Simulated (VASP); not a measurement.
Ru:

```
Ru
1.0
     2.70580    0.00000    0.00000
    -1.35290    2.34329    0.00000
     0.00000    0.00000    4.28190
Ru
2
Cartesian
  1.3529 0.7811 3.2114
  0.0000 1.5622 1.0705
```

```yaml
Program: VASP 6.6.1
Task: relaxation of cell and atoms
Functional: revPBE
Dispersion: D3(BJ)
Potentials_or_basis: VASP PAW PBE potentials, release 64 (Ru_pv)
Cutoff: 600 eV
k_mesh: 11 × 11 × 6
Occupations: fermi-dirac, width 0.05 eV
Spin: no spin polarisation
```

At the start: pressure -6.9 GPa; volume 13.57 Å³/atom.

Q: Where does the relaxation end?

A: Over 9 steps the energy falls by 6.4 meV/atom and the volume is 13.29 Å³/atom (-2.1 %); space group P6_3/mmc (No. 194, to 0.1 Å) before and after.

The path:
| step | energy change (eV) | largest force (eV/Å) | pressure (GPa) | volume (Å³) |
| --- | --- | --- | --- | --- |
| 1 | 0.0000 | 0.0000 | -6.93 | 27.15 |
| 2 | 0.1146 | 0.0000 | 26.18 | 24.91 |
| 3 | -0.0128 | 0.0000 | -0.12 | 26.59 |
| 4 | -0.0128 | 0.0000 | 0.00 | 26.58 |
| 5 | -0.0128 | 0.0000 | 0.15 | 26.56 |
| 6 | -0.0128 | 0.0000 | -0.44 | 26.60 |
| 7 | -0.0129 | 0.0000 | -0.11 | 26.58 |
| 8 | -0.0128 | 0.0000 | 0.21 | 26.56 |
| 9 | -0.0129 | 0.0000 | -0.03 | 26.57 |

Final structure:
```
CELL_PARAMETERS angstrom
2.68546 0.00000 0.00000
-1.34273 2.32568 0.00000
0.00000 0.00000 4.25456
ATOMIC_POSITIONS crystal
Ru 0.66667 0.33333 0.75000
Ru 0.33333 0.66667 0.25000
```

Caveat: the PAW data sets were made with another functional, which shifts forces and pressure a little.
